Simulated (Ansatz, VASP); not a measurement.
## Two plane-wave programs on Si2Mo

```xyz
3
Lattice="-1.6084 1.6084 3.9365 1.6084 -1.6084 3.9365 1.6084 1.6084 -3.9365" Properties=species:S:1:pos:R:3 pbc="T T T"
Si    0.0000    0.0000    2.6382
Si    0.0000    0.0000    5.2348
Mo    0.0000    0.0000    0.0000
```

Alike in both runs: functional PBE; k mesh 18 × 18 × 18; occupations gaussian, width 0.1 eV; no spin polarisation.

Ansatz relaxed the structure, and its values are those at the end. VASP's run is a single point on that final structure, the one shown.

```csv
,VASP,Ansatz
version,VASP 6.6.1,Ansatz 0.2.0
potentials or method,"VASP PAW PBE potentials, release 64 (Si, Mo_sv), cutoff 520 eV","scalar-relativistic, plane waves, PAW"
valence electrons in the cell,22,22
```

```tsv
	VASP	Ansatz	Ansatz less VASP
gap on the k mesh at the Fermi level (eV)	none	none	-
pressure (GPa)	0.2	0.0	-0.16
```

A gap of «none» marks a metal or a gap that the smearing closes.
